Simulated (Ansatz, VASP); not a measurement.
## One calculation of Ti, two programs

The input INCAR:

```
  PREC = Accurate
  ENCUT = 520
  EDIFF = 1E-6
  ISMEAR = 0
  SIGMA = 0.15
  LREAL = False
  LASPH = True
  NELM = 100
  ALGO = Fast
  ISIF = 2
  LWAVE = False
  LCHARG = False
  GGA = PE
  NBANDS = 12
```

File KPOINTS:

```
regular mesh
0
Gamma
  20 20 20
```

File POSCAR:

```
Ti
1.0
   -1.8066566543      1.8066566543      1.8717613986
    1.8066566543     -1.8066566543      1.8717613986
    1.4485805607      1.4485805607     -1.8717613986
Ti
1
Direct
    0.0000000000      0.0000000000      0.0000000000
```

Input for Ansatz:

```yaml
crystal:
  lattice:
    - [-1.8066566543, 1.8066566543, 1.8717613986]
    - [1.8066566543, -1.8066566543, 1.8717613986]
    - [1.4485805607, 1.4485805607, -1.8717613986]
  atoms:
    - { symbol: Ti, position: [0.0, 0.0, 0.0] }
basis:
  ecutwfc: 520.0
kpoints:
  mp_grid: { grid: [20, 20, 20] }
hamiltonian:
  xc: pbe
  pseudopotentials: { kind: paw, azcp: { folder: soft_1 } }
scf:
  occupations: { method: gaussian, width: 0.15 }
output:
  forces: true
  stress: true
  eigenvalues: true
```

Change from the starting cell: engineering shear strain xy -0.2200, normal strain along z +0.1500.

Alike in both runs: task single point; functional PBE; k mesh 20 × 20 × 20; occupations gaussian, width 0.15 eV; no spin polarisation.

|  | VASP | Ansatz |
| --- | --- | --- |
| version | VASP 6.6.1 | Ansatz 0.2.0 |
| potentials or method | VASP PAW PBE potentials, release 64 (Ti_sv), cutoff 520 eV | scalar-relativistic, plane waves, PAW |
| valence electrons in the cell | 12 | 12 |

VASP gave:

```
gap on the k mesh at the Fermi level (eV)                     : none
pressure (GPa)                                                : -10.9
traceless stress, the component that is largest in VASP (GPa) : 4.28
```

Problem. Which values does Ansatz return?

Solution. gap on the k mesh at the Fermi level (eV): none; pressure (GPa): -10.8; traceless stress, the component that is largest in VASP (GPa): 4.30.

A gap of «none» marks a metal or a gap that the smearing closes. With one functional, cell and mesh, what is left measures potentials, basis and numerics.
